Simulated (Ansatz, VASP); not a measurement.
**SnTe: VASP beside Ansatz**

```
Sn Te
1.0
     0.00000    3.61115    3.61115
     3.61115    0.00000    3.61115
     3.61115    3.61115    0.00000
Sn Te
1 1
Direct
  0.00000 0.00000 0.00000
  0.75000 0.75000 0.75000
```

Alike in both runs: task single point; functional RPBE; k mesh 4 × 4 × 4; occupations gaussian, width 0.1 eV; no spin polarisation.

```csv
,VASP,Ansatz
version,VASP 6.6.1,Ansatz 0.2.0
potentials or method,"VASP PAW PBE potentials, release 64 (Sn_d, Te), cutoff 500 eV","scalar-relativistic, plane waves, PAW"
valence electrons in the cell,20,30
```

```csv
,VASP,Ansatz,Ansatz less VASP
gap on the k mesh at the Fermi level (eV),0.19,0.19,+0.002
least direct gap on the mesh (eV),0.86,0.86,+0.002
pressure (GPa),0.8,0.8,+0.02
```

VASP's potentials were made for PBE, not for RPBE. VASP's potentials hold 20 valence electrons a cell and Ansatz's 30, so a difference there can come from the potentials and not from the codes.

Neither program's run includes spin-orbit coupling.
